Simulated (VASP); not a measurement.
Runs of VASP 6.6.1 on GaN. It takes space group F-43m (No. 216, cubic). Conventional cell: a = 4.498 Å, b = 4.498 Å, c = 4.498 Å, α = 90.00°, β = 90.00°, γ = 90.00°. Within 2.6 Å of Ga (site symmetry -43m) lie 4 N at 1.95 Å. Within 2.6 Å of N (site symmetry -43m) lie 4 Ga at 1.95 Å. 

| level | k mesh | grid for exact exchange (PRECFOCK) | share of exact exchange | screening parameter | gap on the mesh (eV) | pressure (GPa) |
| --- | --- | --- | --- | --- | --- | --- |
| PBE0 | 6 × 6 × 6 | Normal | 0.25 | - | 3.75 | -0.2 |
| r2SCAN | 6 × 6 × 6 | - | - | - | 2.16 | 1.1 |
| PBE | 10 × 10 × 10 | - | - | - | 1.76 | 6.2 |
| PBE | 6 × 6 × 6 | - | - | - | 1.76 | 6.2 |
| HSE06 | 6 × 6 × 6 | Normal | 0.25 | 0.2079 1/Å | (b) | (a) |

Alike in all rows: task single point; potentials or basis VASP PAW PBE potentials, release 64 (Ga_d, N); no spin polarisation; cell as given; cutoff (eV) 520; smearing gaussian 0.01 eV.

Estimate the missing entries.

(a) -0.1; (b) 3.02.

Caveats: the structure was generated, so it needn't be the stable form of GaN; the PAW data sets were made with another functional, which shifts forces and pressure a little (at least some runs); the cell stands under pressure (at least some runs).

A k mesh can miss the band edges, and the runs leave out spin-orbit coupling on Ga.
